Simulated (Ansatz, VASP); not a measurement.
This is a calculation of C for VASP 6.6.1.

INCAR

```
PREC = Accurate
ENCUT = 520
EDIFF = 1E-6
ISMEAR = -1
SIGMA = 0.05
LREAL = False
LASPH = True
NELM = 60
ALGO = Normal
ISIF = 2
LWAVE = False
LCHARG = True
LELF = True
LVHAR = True
NBANDS = 16
```

Contents of KPOINTS:

```
regular mesh
0
Gamma
  12 12 12
```

POSCAR

```
C
1.0
    1.2165213504      0.7023589292      8.1706741485
   -1.2165213504      0.7023589292      8.1706741485
    0.0000000000     -1.4047178582      8.1706741485
C
4
Direct
    0.0871730800      0.0871730800      0.0871730800
    0.7538500600      0.7538500600      0.7538500600
    0.2461499400      0.2461499400      0.2461499400
    0.9128269200      0.9128269200      0.9128269200
```

Potentials or basis: VASP PAW LDA potentials, release 64 (C).

Run with:

```bash
$ cat potpaw_LDA.64/C/POTCAR > POTCAR
$ mpirun -np 1 vasp_std > vasp.out
```

Q: Set up the same calculation for Ansatz 0.2.0. Potentials there: all-electron LAPW, scalar-relativistic.

A: As run (the cutoff follows the program's own potentials):

input.yaml

```yaml
crystal:
  lattice:
    - [1.2165213504, 0.7023589292, 8.1706741485]
    - [-1.2165213504, 0.7023589292, 8.1706741485]
    - [0.0, -1.4047178582, 8.1706741485]
  atoms:
    - { symbol: C, position: [0.08717308, 0.08717308, 0.08717308] }
    - { symbol: C, position: [0.75385006, 0.75385006, 0.75385006] }
    - { symbol: C, position: [0.24614994, 0.24614994, 0.24614994] }
    - { symbol: C, position: [0.91282692, 0.91282692, 0.91282692] }
kpoints:
  mp_grid: { grid: [12, 12, 12] }
scf:
  occupations: { method: fermi_dirac, width: 0.05 }
hamiltonian:
  xc: lda
  pseudopotentials: { kind: all_electron, lapw: { basis_error: 0.002 } }
output:
  forces: true
  stress: true
  eigenvalues: true
```

Potentials or basis: all-electron LAPW, scalar-relativistic.

Launch:

```console
$ ansatz run input.yaml --threads 2 --pin off --max-ram 6144MiB --backend cpu --events-out ev --progress --plain --runs-dir out
```

Both were run:

|  | VASP | Ansatz | Ansatz less VASP |
| --- | --- | --- | --- |
| gap on the k mesh at the Fermi level (eV) | 0.21 | 0.20 | -0.001 |
| least direct gap on the mesh (eV) | 0.21 | 0.20 | -0.001 |
| pressure (GPa) | 3.9 | 3.3 | -0.65 |
| traceless stress, the component that is largest in VASP (GPa) | -5.06 | -4.31 | +0.747 |
| rms of the force components (eV/Å) | 0.003 | 0.003 | 0.0000 |

LDA's correlation is that of Perdew and Zunger in VASP and of Perdew and Wang (1992) in Ansatz. Atom by atom the forces differ by 0.000 eV/Å (rms over components). Ansatz ran all-electron here, and VASP with PAW potentials.
